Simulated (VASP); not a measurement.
# LiWO2 (P-3m1) in VASP: notebook

LiWO2 is run at these levels: PBE; tasks: single point, relaxation of cell and atoms.

Everything below comes from runs of VASP 6.6.1. Logs are shortened: lines on timing, memory, paths and dates and some standing lists are left out, and cuts for length are marked.

## 1. The cell of the first run

It takes space group P-3m1 (No. 164, trigonal). Conventional cell: a = 2.771 Å, b = 2.771 Å, c = 5.585 Å, α = 90.00°, β = 90.00°, γ = 120.00°. Within 2.8 Å of Li (site symmetry -3m) lie 6 O at 2.09 Å and 6 Li at 2.77 Å and 2 W at 2.79 Å. W (site symmetry -3m) has 6 O at 2.15 Å and 6 W at 2.77 Å and 2 Li at 2.79 Å within 2.8 Å. Within 2.8 Å of O (site symmetry 3m) lie 3 Li at 2.09 Å and 3 W at 2.15 Å and 6 O at 2.77 Å.

## 2. Single point, PBE

The input, INCAR:

```
SYSTEM = LiWO2
PREC     = Accurate       ! precision mode
ENCUT    = 520            ! plane-wave cutoff, eV
EDIFF    = 1E-6           ! SCF threshold, eV
ISMEAR   = -1             ! smearing method
SIGMA    = 0.15           ! smearing width, eV
LREAL    = .False.        ! projectors in reciprocal space
LASPH    = .True.         ! aspherical terms in the spheres
NELM     = 60             ! most SCF steps
ALGO     = Normal         ! electronic algorithm
ISIF     = 2              ! what is computed and relaxed
LWAVE    = .False.        ! write WAVECAR
LCHARG   = .False.        ! write CHGCAR
GGA      = PE             ! functional
NBANDS   = 22             ! bands
```

The input, KPOINTS:

```
Automatic mesh
0
Gamma
  21 21 8
  0 0 0
```

The input, POSCAR:

```
LiWO2
1.0
    2.7709718498      0.0000000000      0.0000000000
   -1.3854859249      2.3997320151      0.0000000000
    0.0000000000      0.0000000000      5.5847787681
Li W O
1 1 2
Direct
    0.0000000000      0.0000000000      0.5000000000
    0.0000000000      0.0000000000      0.0000000000
    0.3333333333      0.6666666667      0.2578567036
    0.6666666667      0.3333333333      0.7421432964
```

Potentials or basis: VASP PAW PBE potentials, release 64 (Li_sv, W_sv, O).

Started as:

```
cat potpaw_PBE.64/Li_sv/POTCAR potpaw_PBE.64/W_sv/POTCAR potpaw_PBE.64/O/POTCAR > POTCAR
mpirun -np 1 vasp_std > vasp.out
```

OUTCAR:

```text
SYSTEM = LiWO2
   PREC = Accurate
   ENCUT = 520
   EDIFF = 1E-6
   ISMEAR = -1
   LREAL = .False.
   LASPH = .True.
   NELM = 60
   ISIF = 2
   GGA = PE

 ion  position               nearest neighbor table
   1  0.000  0.000  0.500-   3 2.09   4 2.09   4 2.09   3 2.09   4 2.09   3 2.09   2 2.79   2 2.79

   2  0.000  0.000  0.000-   3 2.15   4 2.15   4 2.15   3 2.15   4 2.15   3 2.15   1 2.79   1 2.79

   3  0.333  0.667  0.258-   1 2.09   1 2.09   1 2.09   2 2.15   2 2.15   2 2.15
   4  0.667  0.333  0.742-   1 2.09   1 2.09   1 2.09   2 2.15   2 2.15   2 2.15

  LATTYP: Found a hexagonal cell.
 ALAT       =     2.7709718498
 C/A-ratio  =     2.0154585001

  Lattice vectors:

 A1 = (   2.7709718498,   0.0000000000,   0.0000000000)
 A2 = (  -1.3854859249,   2.3997320151,   0.0000000000)
 A3 = (   0.0000000000,   0.0000000000,   5.5847787681)

Analysis of symmetry for initial positions (statically):
=====================================================================
 Subroutine PRICEL returns:
 Original cell was already a primitive cell.

 Routine SETGRP: Setting up the symmetry group for a
 hexagonal supercell.

 Subroutine GETGRP returns: Found 12 space group operations
 (whereof 12 operations were pure point group operations)
 out of a pool of 24 trial point group operations.

The static configuration has the point symmetry D_3d.

Analysis of symmetry for dynamics (positions and initial velocities):
=====================================================================
 Subroutine PRICEL returns:
 Original cell was already a primitive cell.

 Routine SETGRP: Setting up the symmetry group for a
 hexagonal supercell.

 Subroutine GETGRP returns: Found 12 space group operations
 (whereof 12 operations were pure point group operations)
 out of a pool of 24 trial point group operations.

The dynamic configuration has the point symmetry D_3d.

 Subroutine INISYM returns: Found 12 space group operations
 (whereof 12 operations are pure point group operations),
 and found     1 'primitive' translations

----------------------------------------------------------------------------------------

                                     Primitive cell

  volume of cell :      37.1365

  direct lattice vectors                    reciprocal lattice vectors
     2.770971850  0.000000000  0.000000000     0.360884215  0.208356599  0.000000000
    -1.385485925  2.399732015  0.000000000     0.000000000  0.416713197  0.000000000
     0.000000000  0.000000000  5.584778768     0.000000000  0.000000000  0.179058122

  length of vectors
     2.770971850  2.770971850  5.584778768     0.416713197  0.416713197  0.179058122

  position of ions in fractional coordinates (direct lattice)
     0.000000000  0.000000000  0.500000000
     0.000000000  0.000000000  0.000000000
     0.333333333  0.666666667  0.257856704
     0.666666667  0.333333333  0.742143296

  ion indices of the primitive-cell ions
   primitive index   ion index
                 1           1
                 2           2
                 3           3
                 4           4

----------------------------------------------------------------------------------------

 KPOINTS: Automatic mesh

Automatic generation of k-mesh.
 Grid dimensions read from file:
 generate k-points for:   21   21    8

 Generating k-lattice:

  Cartesian coordinates                     Fractional coordinates (reciprocal lattice)
     0.017184963  0.009921743  0.000000000     0.047619048 -0.000000000  0.000000000
     0.000000000  0.019843486  0.000000000     0.000000000  0.047619048  0.000000000
     0.000000000  0.000000000  0.022382265     0.000000000  0.000000000  0.125000000

  Length of vectors
     0.019843486  0.019843486  0.022382265

  Shift w.r.t. Gamma in fractional coordinates (k-lattice)
     0.000000000  0.000000000  0.000000000

 Subroutine IBZKPT returns following result:
 ===========================================

 Found    351 irreducible k-points:

 Following reciprocal coordinates:
            Coordinates               Weight
  0.000000  0.000000  0.000000      1.000000
  0.047619 -0.000000  0.000000      6.000000
  0.095238 -0.000000  0.000000      6.000000
  0.142857  0.000000  0.000000      6.000000
  0.190476 -0.000000  0.000000      6.000000
  0.238095 -0.000000  0.000000      6.000000
[... 16 lines left out ...]
  0.142857  0.095238  0.000000     12.000000
  0.190476  0.095238  0.000000     12.000000
 [... further k-points ...]
   k-points           NKPTS =    351   k-points in BZ     NKDIM =    351   number of bands    NBANDS=     22
   number of dos      NEDOS =    301   number of ions     NIONS =      4
   total plane-waves  NPLWV =  24192
   dimension x,y,z NGX =    24 NGY =   24 NGZ =   42
   dimension x,y,z NGXF=    48 NGYF=   48 NGZF=   84
   ions per type =               1   1   2
   NGX,Y,Z   is equivalent  to a cutoff of  14.40, 14.40, 12.50 a.u.
   NGXF,Y,Z  is equivalent  to a cutoff of  28.80, 28.80, 25.00 a.u.
 SYSTEM =  LiWO2
   PREC   = accura    normal or accurate (medium, high low for compatibility)
   ISTART =      0    job   : 0-new  1-cont  2-samecut
   ICHARG =      2    charge: 1-file 2-atom 10-const
   ISPIN  =      1    spin polarized calculation?
   LNONCOLLINEAR =      F non collinear calculations
   LSORBIT =      F    spin-orbit coupling
   LASPH  =      T    aspherical Exc in radial PAW
   ENCUT  =  520.0 eV  38.22 Ry    6.18 a.u.   5.15  5.15 10.38*2*pi/ulx,y,z
   NELM   =     60;   NELMIN=  2; NELMDL= -5     # of ELM steps
   EDIFF  = 0.1E-05   stopping-criterion for ELM
   LREAL  =      F    real-space projection
   EDIFFG = 0.1E-04   stopping-criterion for IOM
   NSW    =      0    number of steps for IOM
   IBRION =     -1    ionic relax: 0-MD 1-quasi-New 2-CG
   NFREE  =      0    steps in history (QN), initial steepest desc. (CG)
   ISIF   =      2    stress and relaxation
   ISYM   =      2    0-nonsym 1-usesym 2-fastsym
   POTIM  = 0.5000    time-step for ionic-motion
   TEBEG  =    0.0;   TEEND  =   0.0 temperature during run
   PSTRESS=    0.0 pullay stress
   NELECT =      29.0000    total number of electrons
   NUPDOWN=      -1.0000    fix difference up-down
   EMIN   =  10.00;   EMAX   =-10.00  energy-range for DOS
   EFERMI =   0.00;   METHOD = LEGACY
   ISMEAR =    -1;   SIGMA  =   0.15  broadening in eV -4-tet -1-fermi 0-gaus
   EFERMI_NEDOS =   21; number of points for ismear=-14 and -15
   IALGO  =     38    algorithm
   IMIX   =      4    mixing-type and parameters
     AMIX     =   0.40;   BMIX     =  1.00
     AMIX_MAG =   1.60;   BMIX_MAG =  1.00
  volume/ion in A,a.u.               =       9.28        62.65
  Fermi-wavevector in a.u.,A,eV,Ry     =   1.507558  2.848871 30.922364  2.272730
  Thomas-Fermi vector in A             =   2.618128
   LORBIT       =      0    0 simple, 1 ext, 2 COOP (PROOUT), +10 PAW based schemes
   GGA     = PE    functional components
   LHFCALC =     F    Hartree Fock is set to
   AEXX    =    0.0000 exact exchange contribution
   IVDW    =     0    specifies the selected vdW correction
   LEPSILON=     F    determine dielectric tensor
   LRPA    =     F    only Hartree local field effects (RPA)
 non-spin polarized calculation
  energy-cutoff  :      520.00
  volume of cell :       37.14
 maximum number of plane-waves:      1017
 NGX is ok and might be reduce to    24
   NGX = 11   NGY = 11   NGZ = 21

 number of electron      28.9999997 magnetization

 Free energy of the ion-electron system (eV)
  ---------------------------------------------------
  ext. energy  EPLUGINS =         0.00000000
  ---------------------------------------------------
  free energy    TOTEN  =       -31.71440039 eV

  energy without entropy =      -31.65020905  energy(sigma->0) =      -31.68230472

 E-fermi :   8.3924     XC(G=0): -12.1268

 val. band max:        8.3910770418   @ k =   0.2857   0.1905   0.0000
 cond. band min:       8.4083709648   @ k =   0.3333   0.3333   0.1250
 fundamental gap:      0.0172939231
 Fermi energy:         8.3923900460

 k-point     1 :       0.0000    0.0000    0.0000
  band No.  band energies     occupation
      1     -66.8359      2.00000
      2     -37.4363      2.00000
      3     -31.2615      2.00000
      4     -30.4625      2.00000
      5     -30.4625      2.00000
      6     -12.5826      2.00000
[... 14 lines left out ...]
     21      18.0281      0.00000
     22      21.1594      0.00000

 k-point     2 :       0.0476   -0.0000    0.0000
  band No.  band energies     occupation
      1     -66.8336      2.00000
      2     -37.4353      2.00000
      3     -31.2560      2.00000
      4     -30.4920      2.00000
      5     -30.4689      2.00000
      6     -12.5487      2.00000
[... 14 lines left out ...]
     21      17.9894      0.00000
     22      21.2938      0.00000

 k-point     3 :       0.0952   -0.0000    0.0000
  band No.  band energies     occupation
      1     -66.8268      2.00000
      2     -37.4326      2.00000
      3     -31.2400      2.00000
      4     -30.5773      2.00000
      5     -30.4874      2.00000
      6     -12.4503      2.00000
[... 14 lines left out ...]
     21      17.8797      0.00000
     22      21.6687      0.00000

 k-point     4 :       0.1429    0.0000    0.0000
  band No.  band energies     occupation
      1     -66.8161      2.00000
      2     -37.4284      2.00000
      3     -31.2149      2.00000
      4     -30.7091      2.00000
      5     -30.5164      2.00000
      6     -12.2970      2.00000
[... 14 lines left out ...]
     21      17.7249      0.00000
     22      22.1846      0.00000

 k-point     5 :       0.1905   -0.0000    0.0000
  band No.  band energies     occupation
      1     -66.8025      2.00000
      2     -37.4231      2.00000
      3     -31.1828      2.00000
      4     -30.8735      2.00000
      5     -30.5531      2.00000
      6     -12.1041      2.00000
[... 417 lines left out ...]
 k-point    22 :       0.0952    0.0952    0.0000
  band No.  band energies     occupation
      1     -66.8101      2.00000
      2     -37.4260      2.00000
      3     -31.2006      2.00000
      4     -30.7749      2.00000
      5     -30.5407      2.00000
      6     -12.2098      2.00000
[... 14 lines left out ...]
     21      17.6408      0.00000
     22      22.4888      0.00000

 k-point    23 :       0.1429    0.0952    0.0000
  band No.  band energies     occupation
      1     -66.7971      2.00000
      2     -37.4209      2.00000
      3     -31.1698      2.00000
      4     -30.9224      2.00000
      5     -30.5845      2.00000
      6     -12.0238      2.00000
[... 14 lines left out ...]
     21      17.6029      0.00000
     22      22.3620      0.00000

 k-point    24 :       0.1905    0.0952    0.0000
  band No.  band energies     occupation
      1     -66.7824      2.00000
      2     -37.4151      2.00000
      3     -31.1357      2.00000
      4     -31.0838      2.00000
      5     -30.6340      2.00000
      6     -11.8193      2.00000
[... 14 lines left out ...]
     21      18.1917      0.00000
     22      21.6459      0.00000

 [... further k-points ...]
[... 5 lines left out ...]
  --------------------------------------------------------------------------------------
  -------------------------------------------------------------------------------------
  Total        0.2838726      0.2838726      0.3218434      0.0000000      0.0000000      0.0000000
  in kB       12.2470999     12.2470999     13.8852715      0.0000000      0.0000000      0.0000000
  external PRESSURE =      12.7931571 kB  Pullay stress =       0.0000000 kB

 VOLUME and BASIS-vectors are now :
 -----------------------------------------------------------------------------
  energy-cutoff  :      520.00
  volume of cell :       37.14
      direct lattice vectors                 reciprocal lattice vectors
     2.770971850  0.000000000  0.000000000     0.360884215  0.208356599  0.000000000
    -1.385485925  2.399732015  0.000000000     0.000000000  0.416713197  0.000000000
     0.000000000  0.000000000  5.584778768     0.000000000  0.000000000  0.179058122

 POSITION                                       TOTAL-FORCE (eV/Angst)
 -----------------------------------------------------------------------------------
      0.00000      0.00000      2.79239         0.000000      0.000000      0.000000
      0.00000      0.00000      0.00000         0.000000      0.000000      0.000000
     -0.00000      1.59982      1.44007        -0.000000      0.000000      0.128446
      1.38549      0.79991      4.14471         0.000000     -0.000000     -0.128446
 -----------------------------------------------------------------------------------
    total drift:                                0.000000     -0.000000      0.000000

  FREE ENERGIE OF THE ION-ELECTRON SYSTEM (eV)
  ---------------------------------------------------
  free  energy   TOTEN  =       -31.7144003924 eV

  energy  without entropy=      -31.6502090538  energy(sigma->0) =      -31.68230472
```

Wall time 3.5 min (1 thread of Intel Xeon Platinum 8559C (Emerald Rapids), shared host); peak memory 0.37 GiB.

What came out:

- Free energy: -31.7144 eV
- Largest force: 0.128 eV/Å
- Band gap on the k mesh: zero (an odd number of electrons rules out a gap without spin polarisation)

Forces in eV/Å, atoms in the order of the input:
```
Li   0.000  0.000  0.000
W    0.000  0.000  0.000
O    0.000  0.000  0.128
O    0.000  0.000 -0.128
```

Caveat: the cutoff is under 1.25 times the usual one of these potentials, so pressure, stress and relaxed cells hold a basis-set (Pulay) error; spin-orbit coupling is left out, which moves the levels of the heavy elements; an odd number of electrons without spin polarisation forces a metal; a magnetic or distorted state may lie lower.

(Part 1 of 2 ends here.)
